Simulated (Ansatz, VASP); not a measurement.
## Two plane-wave programs on Ta6N5

```xyz
11
Lattice="5.1783 0.0000 0.0000 -2.5892 4.4846 0.0000 0.0000 0.0000 5.7918" Properties=species:S:1:pos:R:3 pbc="T T T"
Ta   -0.0043   -0.0218   -0.0088
Ta    0.0112    2.9830    1.4381
Ta    2.5902    1.4941    1.4381
Ta    0.0026   -0.0098    2.8872
Ta    0.0112    2.9831    4.3362
Ta    2.5902    1.4941    4.3362
N     2.0341   -0.0212   -0.0087
N     1.5627    2.6924   -0.0087
N    -1.0230    1.7438   -0.0087
N     2.0734    0.0081    2.8872
N    -1.0173    1.7925    2.8871
```

Alike in both runs: functional PBEsol; k mesh 4 × 4 × 3; occupations methfessel-paxton of order 1, width 0.1 eV; no spin polarisation.

Ansatz relaxed the structure, and its values are those at the end. VASP's run is a single point on that final structure, the one shown.

```csv
,VASP,Ansatz
version,VASP 6.6.1,Ansatz 0.2.0
potentials or method,"VASP PAW PBE potentials, release 64 (Ta_pv, N), cutoff 520 eV",plane-wave PAW DFT
valence electrons in the cell,91,103
```

Ansatz gave:

```
rms of the force components (eV/Å) : 0.003
```

Q: Which values does VASP return?

A: rms of the force components (eV/Å): 0.013.

VASP's potentials were made for PBE, not for PBEsol, and Ansatz warns of the same on its side. VASP's potentials hold 91 valence electrons a cell and Ansatz's 103, so a difference there can come from the potentials and not from the codes.

The k mesh is coarse, so the values compare programs but aren't converged. Spin-orbit coupling is off throughout.
